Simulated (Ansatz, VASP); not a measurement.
**One calculation of PbS, two programs**

```
Pb S
1.0
     0.00000    2.96020    3.09440
     2.96020    0.00000    3.09440
     2.96020    2.96020    0.00000
Pb S
1 1
Direct
  0.00000 0.00000 0.00000
  0.50000 0.50000 0.50000
```

Change from the starting cell: z stretched by +3 % at fixed volume.

Alike in both runs: task single point; functional PBE; k mesh 12 × 12 × 12; occupations fermi-dirac, width 0.05 eV; no spin polarisation.

|  | VASP | Ansatz |
| --- | --- | --- |
| version | VASP 6.6.1 | Ansatz 0.2.0 |
| potentials or method | VASP PAW PBE potentials, release 64 (Pb_d, S), cutoff 520 eV | all-electron LAPW, scalar-relativistic |

VASP gave:

```
pressure (GPa)                                                : 0.2
traceless stress, the component that is largest in VASP (GPa) : -2.94
```

Question: Estimate Ansatz's values.

Answer: Pressure (GPa): 0.3; traceless stress, the component that is largest in VASP (GPa): -2.94.

Ansatz ran all-electron here, and VASP with PAW potentials.

Neither program's run includes spin-orbit coupling.
